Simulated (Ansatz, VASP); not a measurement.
**HfC in VASP and in Ansatz**

```
Hf C
1.0
     3.25810    0.00000    0.00000
     0.00000    3.25810    0.00000
     0.00000    0.00000   27.51911
Hf C
6 6
Cartesian
  3.2581 0.0000 8.0854
  1.6290 1.6290 10.3298
  3.2581 0.0000 12.6121
  1.6290 1.6290 14.9070
  3.2581 0.0000 17.1893
  1.6290 1.6290 19.4338
  1.6290 1.6290 7.9888
  3.2581 0.0000 10.2894
  1.6290 1.6290 12.5970
  3.2581 0.0000 14.9221
  1.6290 1.6290 17.2297
  3.2581 0.0000 19.5303
```

Alike in both runs: functional PBEsol; k mesh 10 × 10 × 1; occupations gaussian, width 0.1 eV; no spin polarisation.

Ansatz relaxed the structure, and its values are those at the end. VASP's run is a single point on that final structure, the one shown.

|  | VASP | Ansatz |
| --- | --- | --- |
| version | VASP 6.6.1 | Ansatz 0.2.0 |
| potentials or method | VASP PAW PBE potentials, release 64 (Hf_pv, C), cutoff 520 eV | plane-wave PAW, scalar-relativistic |
| valence electrons in the cell | 84 | 180 |

```tsv
	VASP	Ansatz	Ansatz less VASP
rms of the force components (eV/Å)	0.011	0.001	-0.0103
```

VASP's potentials were made for PBE, not for PBEsol, and Ansatz warns of the same on its side. VASP's potentials hold 84 valence electrons a cell and Ansatz's 180, so a difference there can come from the potentials and not from the codes. Ansatz's warnings: vacuum below fermi.

Neither program's run includes spin-orbit coupling.
